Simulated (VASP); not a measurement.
# Al3BAs4 (P3m1) in VASP: further runs

The runs below take Al3BAs4 through relaxation of cell and atoms, single point, with PBE.

Everything below comes from runs of VASP 6.6.1. Logs are shortened: lines on timing, memory, paths and dates and some standing lists are left out, and cuts for length are marked.

## (1) The cell of the first run

It takes space group P3m1 (No. 156, trigonal). The conventional cell has a = 3.750 Å, b = 3.750 Å, c = 12.325 Å, α = 90.00°, β = 90.00°, γ = 120.00°. Within 3.0 Å of Al (site symmetry 3m) lie 4 As at 2.30 to 2.31 Å. Within 3.0 Å of Al (site symmetry 3m) lie 4 As at 2.30 to 2.31 Å. Within 3.0 Å of Al (site symmetry 3m) lie 4 As at 2.30 to 2.31 Å. Within 3.0 Å of B (site symmetry 3m) lie 4 As at 2.30 to 2.31 Å. Within 3.0 Å of As (site symmetry 3m) lie 3 B at 2.30 Å and 1 Al at 2.31 Å. As (site symmetry 3m) has 4 Al at 2.30 to 2.31 Å within 3.0 Å. Within 3.0 Å of As (site symmetry 3m) lie 3 Al at 2.30 Å and 1 B at 2.31 Å. As (site symmetry 3m) has 4 Al at 2.30 to 2.31 Å within 3.0 Å.

## (2) Relaxation of cell and atoms, PBE

The input, INCAR:

```
PREC = Accurate ; ENCUT = 600
EDIFF = 1E-7 ; ISMEAR = 0
SIGMA = 0.1 ; LREAL = F
LASPH = T ; NELM = 60
ALGO = Normal ; ISIF = 3
LWAVE = F ; LCHARG = F
GGA = PE ; IBRION = 2
NSW = 90 ; EDIFFG = -0.04
```

The input, KPOINTS:

```
regular mesh
0
Gamma
  6 6 2
```

The input, POSCAR:

```
Al3BAs4
1.0
    3.7495469700      0.0000000000      0.0000000000
   -1.8747734900      3.2472029300      0.0000000000
    0.0000000000      0.0000000000     12.3245179400
Al B As
3 1 4
Direct
    0.3333333300      0.6666666700      0.0003415000
    0.3333333300      0.6666666700      0.5003415000
    0.6666666700      0.3333333300      0.7503415000
    0.6666666700      0.3333333300      0.2503415000
    0.3333333300      0.6666666700      0.1876585000
    0.3333333300      0.6666666700      0.6876585000
    0.6666666700      0.3333333300      0.4376585000
    0.6666666700      0.3333333300      0.9376585000
```

Potentials or basis: VASP PAW PBE potentials, release 64 (Al, B, As).

On the command line:

```bash
$ cat potpaw_PBE.64/Al/POTCAR potpaw_PBE.64/B/POTCAR potpaw_PBE.64/As/POTCAR > POTCAR
$ mpirun -np 1 vasp_std > vasp.out
```

OUTCAR:

```text
PREC = Accurate
   ENCUT = 600
   EDIFF = 1E-7
   ISMEAR = 0
   LREAL = F
   LASPH = T
   NELM = 60
   ISIF = 3
   GGA = PE
   IBRION = 2
   NSW = 90
   EDIFFG = -0.04

 ion  position               nearest neighbor table
   1  0.333  0.667  0.000-   8 2.30   8 2.30   8 2.30   5 2.31
   2  0.333  0.667  0.500-   7 2.30   7 2.30   7 2.30   6 2.31
   3  0.667  0.333  0.750-   6 2.30   6 2.30   6 2.30   8 2.31
   4  0.667  0.333  0.250-   5 2.30   5 2.30   5 2.30   7 2.31
   5  0.333  0.667  0.188-   4 2.30   4 2.30   4 2.30   1 2.31
   6  0.333  0.667  0.688-   3 2.30   3 2.30   3 2.30   2 2.31
   7  0.667  0.333  0.438-   2 2.30   2 2.30   2 2.30   4 2.31
   8  0.667  0.333  0.938-   1 2.30   1 2.30   1 2.30   3 2.31

  LATTYP: Found a hexagonal cell.
 ALAT       =     3.7495469700
 C/A-ratio  =     3.2869352054

  Lattice vectors:

 A1 = (   3.7495469700,   0.0000000000,   0.0000000000)
 A2 = (  -1.8747734900,   3.2472029300,   0.0000000000)
 A3 = (   0.0000000000,   0.0000000000,  12.3245179400)

Analysis of symmetry for initial positions (statically):
=====================================================================
 Subroutine PRICEL returns:
 Original cell was already a primitive cell.

 Routine SETGRP: Setting up the symmetry group for a
 hexagonal supercell.

 Subroutine GETGRP returns: Found  6 space group operations
 (whereof  6 operations were pure point group operations)
 out of a pool of 24 trial point group operations.

The static configuration has the point symmetry C_3v.

Analysis of symmetry for dynamics (positions and initial velocities):
=====================================================================
 Subroutine PRICEL returns:
 Original cell was already a primitive cell.

 Routine SETGRP: Setting up the symmetry group for a
 hexagonal supercell.

 Subroutine GETGRP returns: Found  6 space group operations
 (whereof  6 operations were pure point group operations)
 out of a pool of 24 trial point group operations.

The dynamic configuration has the point symmetry C_3v.

 Subroutine INISYM returns: Found  6 space group operations
 (whereof  6 operations are pure point group operations),
 and found     1 'primitive' translations

----------------------------------------------------------------------------------------

                                     Primitive cell

  volume of cell :     150.0577

  direct lattice vectors                    reciprocal lattice vectors
     3.749546970  0.000000000  0.000000000     0.266698886  0.153978674  0.000000000
[... 104 lines left out ...]
   IALGO  =     38    algorithm
   IMIX   =      4    mixing-type and parameters
     AMIX     =   0.40;   BMIX     =  1.00
     AMIX_MAG =   1.60;   BMIX_MAG =  1.00
  volume/ion in A,a.u.               =      18.76       126.58
  Fermi-wavevector in a.u.,A,eV,Ry     =   0.978075  1.848293 13.015747  0.956630
  Thomas-Fermi vector in A             =   2.108822
   LORBIT       =      0    0 simple, 1 ext, 2 COOP (PROOUT), +10 PAW based schemes
   GGA     = PE    functional components
   LHFCALC =     F    Hartree Fock is set to
   AEXX    =    0.0000 exact exchange contribution
   IVDW    =     0    specifies the selected vdW correction
   LEPSILON=     F    determine dielectric tensor
   LRPA    =     F    only Hartree local field effects (RPA)
 conjugate gradient relaxation of ions
 non-spin polarized calculation
 Gauss-broadening in eV      SIGMA  =   0.10
  energy-cutoff  :      600.00
  volume of cell :      150.06
 maximum number of plane-waves:      5048
 NGX is ok and might be reduce to    30
   NGX = 15   NGY = 15   NGZ = 49

--------------------------------------- Ionic step        1  -------------------------------------------

 number of electron      32.0000002 magnetization

 Free energy of the ion-electron system (eV)
  ---------------------------------------------------
  ext. energy  EPLUGINS =         0.00000000
  ---------------------------------------------------
  free energy    TOTEN  =       -36.72511240 eV

  energy without entropy =      -36.72511240  energy(sigma->0) =      -36.72511240

------------------------ aborting loop because EDIFF is reached ----------------------------------------

  FORCE on cell =-STRESS in cart. coord.  units (eV):
  Direction    XX          YY          ZZ          XY          YZ          ZX
  --------------------------------------------------------------------------------------
  -------------------------------------------------------------------------------------
  Total       12.7012886     12.7012886     13.1116436     -0.0000000      0.0000000      0.0000000
  in kB      135.6126482    135.6126483    139.9940408     -0.0000002      0.0000000      0.0000000
  external PRESSURE =     137.0731124 kB  Pullay stress =       0.0000000 kB
[... 107 lines left out ...]
  FREE ENERGIE OF THE ION-ELECTRON SYSTEM (eV)
  ---------------------------------------------------
  free  energy   TOTEN  =       -37.8846619339 eV

  energy  without entropy=      -37.8843201160  energy(sigma->0) =      -37.88449102

 E-fermi :   4.1727     XC(G=0):  -9.0823

 val. band max:        4.0128994434   @ k =   0.0000   0.0000   0.0000
 cond. band min:       4.3091734036   @ k =   0.0000   0.0000   0.0000
 fundamental gap:      0.2962739602
 Fermi energy:         4.1727104446

 k-point     1 :       0.0000    0.0000    0.0000
  band No.  band energies     occupation
      1      -8.4444      2.00000
      2      -7.8370      2.00000
      3      -7.7642      2.00000
      4      -6.8136      2.00000
      5      -2.1806      2.00000
      6      -0.1139      2.00000
[... 325 lines left out ...]
     20       7.4317      0.00000
     21       7.6297      0.00000

[... ionic steps 4 to 9 ...]

--------------------------------------- Ionic step       10  -------------------------------------------

 number of electron      32.0000002 magnetization

------------------------ aborting loop because EDIFF is reached ----------------------------------------
[... 79 lines left out ...]
--------------------------------------- Ionic step       12  -------------------------------------------

 number of electron      32.0000002 magnetization

 Free energy of the ion-electron system (eV)
  ---------------------------------------------------
  ext. energy  EPLUGINS =         0.00000000
  ---------------------------------------------------
  free energy    TOTEN  =       -38.16317264 eV

  energy without entropy =      -38.16167960  energy(sigma->0) =      -38.16242612

 E-fermi :   4.3514     XC(G=0):  -9.1732

 val. band max:        4.2682214190   @ k =   0.0000   0.0000   0.0000
 cond. band min:       4.4004932893   @ k =   0.0000   0.0000   0.0000
 fundamental gap:      0.1322718704
 Fermi energy:         4.3514029637

 k-point     1 :       0.0000    0.0000    0.0000
  band No.  band energies     occupation
      1      -8.5085      2.00000
      2      -7.7865      2.00000
      3      -7.5283      2.00000
      4      -6.7171      2.00000
      5      -2.2544      2.00000
      6      -0.1517      2.00000
[... 360 lines left out ...]
  FREE ENERGIE OF THE ION-ELECTRON SYSTEM (eV)
  ---------------------------------------------------
  free  energy   TOTEN  =       -38.1631726351 eV

  energy  without entropy=      -38.1616795972  energy(sigma->0) =      -38.16242612

 reached required accuracy - stopping structural energy minimisation
```

CONTCAR:

```text
Al3BAs4
   1.00000000000000
     3.8863857506994881   -0.0000000001963394   -0.0000000000000000
    -1.9431928807022529    3.3657087905423650   -0.0000000000000000
    -0.0000000000000000    0.0000000000000000   12.9659138187902077
  Al              B               As
     3     1     4
Direct
     0.3333333300000021    0.6666666699999979    0.0117796934854689
     0.3333333300000021    0.6666666699999979    0.4896396450877540
     0.6666666699999979    0.3333333300000021    0.7506502567807559
     0.6666666699999979    0.3333333300000021    0.2557010361322816
     0.3333333300000021    0.6666666699999979    0.2046869517272981
     0.3333333300000021    0.6666666699999979    0.6799083615401147
     0.6666666699999979    0.3333333300000021    0.4184456898132183
     0.6666666699999979    0.3333333300000021    0.9411883654330895

  0.00000000E+00  0.00000000E+00  0.00000000E+00
  0.00000000E+00  0.00000000E+00  0.00000000E+00
  0.00000000E+00  0.00000000E+00  0.00000000E+00
  0.00000000E+00  0.00000000E+00  0.00000000E+00
  0.00000000E+00  0.00000000E+00  0.00000000E+00
  0.00000000E+00  0.00000000E+00  0.00000000E+00
  0.00000000E+00  0.00000000E+00  0.00000000E+00
  0.00000000E+00  0.00000000E+00  0.00000000E+00
```

It took 6.6 min on 1 thread of Intel Xeon Platinum 8559C (Emerald Rapids), shared host; peak memory 0.32 GiB.

What came out:

| Property | Result |
| --- | --- |
| Free energy | -38.1632 eV |
| Relaxed volume | 21.20 Å³/atom |
| Relaxed cell | a = 3.886 Å, b = 3.886 Å, c = 12.966 Å, α = 90.00°, β = 90.00°, γ = 120.00° |
| Space group after relaxing (to 0.05 Å) | P3m1 (No. 156) |
| Energy gained by relaxing | 179.8 meV/atom |
| Ionic steps | 12 |
| Pressure after relaxing | 0.0 GPa |
| Largest force after relaxing | 0.015 eV/Å |
| Band gap on the k mesh | 0.13 eV, direct |

Forces on the atoms (eV/Å):
```
Al   0.000  0.000  0.009
Al   0.000  0.000 -0.005
Al   0.000  0.000 -0.001
B    0.000  0.000  0.015
As   0.000  0.000 -0.012
As   0.000  0.000  0.013
As   0.000  0.000 -0.007
As   0.000  0.000 -0.011
```

The path:
```tsv
step	energy change (eV)	largest force (eV/Å)	pressure (GPa)	volume (Å³)
1	0.0000	3.0649	13.71	150.06
2	-0.9031	0.7073	-5.75	187.68
3	-1.1595	1.1770	-1.25	173.88
4	-1.1595	1.2045	-1.04	173.38
5	-1.2918	0.7149	-0.51	171.55
6	-1.3673	0.5176	0.63	168.86
7	-1.3682	0.4910	0.47	169.17
8	-1.4167	0.4550	-0.10	170.15
9	-1.4256	0.4182	-0.42	170.76
10	-1.4367	0.1154	0.13	169.35
11	-1.4375	0.0970	0.01	169.64
12	-1.4381	0.0148	0.02	169.60
```

Final structure:
```xyz
8
Lattice="3.8864 0.0000 0.0000 -1.9432 3.3657 0.0000 0.0000 0.0000 12.9659" Properties=species:S:1:pos:R:3 pbc="T T T"
Al    0.0000    2.2438    0.1527
Al    0.0000    2.2438    6.3486
Al    1.9432    1.1219    9.7329
B     1.9432    1.1219    3.3154
As    0.0000    2.2438    2.6540
As    0.0000    2.2438    8.8156
As    1.9432    1.1219    5.4255
As    1.9432    1.1219   12.2034
```

A k mesh can miss the band edges.

## (3) Single point, PBE

This run uses another cell than the first one, of 21.15 Å³/atom, 1.127 times its volume.

The input, INCAR:

```
SYSTEM = Al3BAs4
ALGO = Normal
EDIFF = 1E-7
ENCUT = 520
GGA = PE
ISIF = 2
ISMEAR = 0
LASPH = .TRUE.
LCHARG = .FALSE.
LREAL = .FALSE.
LWAVE = .FALSE.
NBANDS = 26
NELM = 100
PREC = Accurate
SIGMA = 0.01
```

The input, KPOINTS:

```
k-points
0
G
  12 12 4
  0 0 0
```

The input, POSCAR:

```
Al3BAs4
1.0
    3.8818793949      0.0000000000      0.0000000000
   -1.9409396974      3.3618061704      0.0000000000
    0.0000000000      0.0000000000     12.9624806749
Al B As
3 1 4
Direct
    0.3333333333      0.6666666667      0.0117321161
    0.3333333333      0.6666666667      0.4896834828
    0.6666666667      0.3333333333      0.7506277148
    0.6666666667      0.3333333333      0.2559912872
    0.3333333333      0.6666666667      0.2046276180
    0.3333333333      0.6666666667      0.6799144532
    0.6666666667      0.3333333333      0.4183976005
    0.6666666667      0.3333333333      0.9410257274
```

Potentials or basis: VASP PAW PBE potentials, release 64 (Al, B, As).

On the command line:

```bash
$ cat potpaw_PBE.64/Al/POTCAR potpaw_PBE.64/B/POTCAR potpaw_PBE.64/As/POTCAR > POTCAR
$ mpirun -np 1 vasp_std > vasp.out
```

Wall time 4.2 min (1 thread of Intel Xeon Platinum 8559C (Emerald Rapids), shared host); peak memory 0.45 GiB.

The run converged. Its results:

- Free energy: -38.1971 eV
- Pressure: 0.2 GPa
- Largest force: 0.028 eV/Å
- Band gap on the k mesh: 0.15 eV, direct

Forces in eV/Å, atoms in the order of the input:
```
Al   0.000  0.000  0.012
Al   0.000  0.000  0.005
Al   0.000  0.000  0.004
B    0.000  0.000 -0.028
As   0.000  0.000 -0.002
As   0.000  0.000 -0.004
As   0.000  0.000  0.017
As   0.000  0.000 -0.003
```

Levels at points of the mesh, in eV from the valence-band top:
```
           k point  band 12  band 13  band 14  band 15  band 16  band 17  band 18  band 19  band 20  band 21
(0.00, 0.00, 0.00)    -0.55    -0.49    -0.49     0.00     0.00     0.15     2.06     2.46     2.81     2.95
(0.50, 0.00, 0.00)    -2.44    -2.08    -2.05    -1.77    -1.11     0.95     1.61     1.67     2.53     2.92
(0.00, 0.00, 0.50)    -0.83    -0.32    -0.32    -0.10    -0.10     0.27     2.28     2.83     2.96     2.96
(0.50, 0.00, 0.50)    -2.26    -2.20    -1.96    -1.50    -1.28     0.96     1.60     1.78     1.88     3.31
```
